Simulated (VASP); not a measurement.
Input of a VASP 6.6.1 run:

Contents of INCAR:

```
SYSTEM = C
ALGO = Normal
EDIFF = 1E-6
ENCUT = 1300
GGA = PS
GGA_COMPAT = .False.
ISIF = 2
ISMEAR = 0
LASPH = .True.
LCHARG = .False.
LREAL = .False.
LWAVE = .False.
NBANDS = 11
NELM = 120
PREC = Accurate
SIGMA = 0.01
```

File KPOINTS:

```
k-points
0
Gamma
  12 12 12
  0 0 0
```

POSCAR

```
C
1.0
    1.7642951406      1.7642951406      0.0000000000
   -1.7642951406      1.7642951406      0.0000000000
    0.0000000000      1.7642951406      1.7642951406
C
2
Direct
    0.5000000000      0.5000000000      0.0000000000
    0.7500000000      0.2500000000      0.5000000000
```

Potentials or basis: VASP PAW PBE potentials, release 64 (C_h).

Run with:

```bash
$ cat potpaw_PBE.64/C_h/POTCAR > POTCAR
$ mpirun -np 1 vasp_std > vasp.out
```

(1) Predict the band gap on the k mesh.

(2) Predict the pressure.

## Answers

(1) 4.12 eV (least direct gap 5.63 eV).

(2) 10.2 GPa.

Caveat: the cell stands under pressure; the PAW data sets were made with another functional, which shifts forces and pressure a little.
